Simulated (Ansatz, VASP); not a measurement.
## One calculation of Mo, two programs

```
Mo
1.0
     0.00000    1.95199    2.14719
     1.95199    0.00000    2.14719
     1.95199    1.95199    0.00000
Mo
1
Direct
  0.00000 0.00000 0.00000
```

Alike in both runs: task single point; functional LDA; k mesh 22 × 22 × 22; occupations gaussian, width 0.15 eV; no spin polarisation.

|  | VASP | Ansatz |
| --- | --- | --- |
| version | VASP 6.6.1 | Ansatz 0.2.0 |
| potentials or method | VASP PAW LDA potentials, release 64 (Mo_sv), cutoff 520 eV | scalar-relativistic, plane waves, PAW |
| valence electrons in the cell | 14 | 14 |

Ansatz gave:

- gap on the k mesh at the Fermi level (eV): none
- pressure (GPa): -16.3
- traceless stress, the component that is largest in VASP (GPa): 6.02

Question: Estimate VASP's values.

Answer: gap on the k mesh at the Fermi level (eV): none; pressure (GPa): -15.4; traceless stress, the component that is largest in VASP (GPa): 5.94.

LDA's correlation is that of Perdew and Zunger in VASP and of Perdew and Wang (1992) in Ansatz. A gap of «none» marks a metal or a gap that the smearing closes.
